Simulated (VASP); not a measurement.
# AlN: single point with PBEsol

The system is AlN.

```
CELL_PARAMETERS angstrom
3.30158 0.00000 0.00000
-1.65079 2.85925 0.00000
0.00000 0.00000 4.09980
ATOMIC_POSITIONS crystal
Al 0.33333 0.66667 0.75000
Al 0.66667 0.33333 0.25000
N 0.33333 0.66667 0.25000
N 0.66667 0.33333 0.75000
```

```
Program             : VASP 6.6.1
Task                : single point
Functional          : PBEsol
Potentials or basis : VASP PAW PBE potentials, release 64 (Al, N)
Cutoff              : 520 eV
k mesh              : 9 × 9 × 6
Occupations         : gaussian, width 0.05 eV
Spin                : no spin polarisation
```

| Item | Value |
| --- | --- |
| Pressure | 1.9 GPa |
| Band gap on the k mesh | 3.44 eV, direct |

Stress tensor (GPa, compression positive):
```
1.33 0.00 0.00
0.00 1.33 0.00
0.00 0.00 3.17
```

Levels at points of the mesh, in eV from the valence-band top:
```
           k point  band 5  band 6  band 7  band 8  band 9  band 10  band 11  band 12
(0.00, 0.00, 0.00)   -3.35   -1.56   -1.56    0.00    3.44     4.56     8.25     8.25
(0.00, 0.00, 0.50)   -2.50   -2.50   -2.50   -2.50    5.79     5.79     8.39     8.39
```

It took 28 s on 1 thread of Intel Xeon 6975P-C (shared host), peak memory 0.16 GiB.

Caveat: the PAW data sets were made with another functional, which shifts forces and pressure a little. A k mesh can miss the band edges.
